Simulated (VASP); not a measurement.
The system is AlN.

```
CELL_PARAMETERS angstrom
0.00000 -2.20159 -2.20159
0.00000 2.20159 -2.20159
4.40317 0.00000 0.00000
ATOMIC_POSITIONS crystal
Al 0.49472 0.54088 0.45355
Al 0.00528 0.95912 0.04645
N 0.92311 0.53047 0.19986
N 0.57689 0.96953 0.80014
```

| Item | Value |
| --- | --- |
| Program | VASP 6.6.1 |
| Task | relaxation of the atoms |
| Functional | PBE |
| Potentials or basis | VASP PAW PBE potentials, release 64 (Al, N) |
| Cutoff | 520 eV |
| k mesh | 8 × 8 × 6 |
| Occupations | gaussian, width 0.05 eV |
| Spin | no spin polarisation |

At the start: pressure 28.9 GPa; volume 10.67 Å³/atom.

Q: How do energy, volume and symmetry change on relaxing?

A: Over 16 steps the energy falls by 1129.5 meV/atom; space group P1 (No. 1, to 0.1 Å) before, F-43m (No. 216, to 0.1 Å).

The path:
```csv
step,energy change (eV),largest force (eV/Å),pressure (GPa)
1,0.0000,13.9588,28.90
2,-1.5485,6.4943,20.92
3,-3.1685,5.6687,7.20
4,-3.7335,5.3933,4.33
5,-4.0410,2.7857,1.80
6,-4.4310,1.0645,-0.21
7,-4.4378,1.1685,-0.15
8,-4.4982,0.4524,-0.27
9,-4.4996,0.4505,-0.24
10,-4.5153,0.2308,-0.28
11,-4.5157,0.2100,-0.26
12,-4.5179,0.0514,-0.27
13,-4.5180,0.0590,-0.27
14,-4.5181,0.0180,-0.27
15,-4.5181,0.0176,-0.27
16,-4.5182,0.0068,-0.27
```

Final structure:
```cif
data_structure
_symmetry_space_group_name_H-M 'P 1'
_symmetry_Int_Tables_number 1
_cell_length_a 3.1135
_cell_length_b 3.1135
_cell_length_c 4.4032
_cell_angle_alpha 90.000
_cell_angle_beta 90.000
_cell_angle_gamma 90.000
_cell_volume 42.68
loop_
_atom_site_label
_atom_site_type_symbol
_atom_site_fract_x
_atom_site_fract_y
_atom_site_fract_z
_atom_site_occupancy
Al1 Al 0.49988 0.50000 0.50001 1
Al2 Al 0.00017 0.00000 0.00000 1
N1 N 0.99983 0.50000 0.24998 1
N2 N 0.50012 0.00000 0.75000 1
```
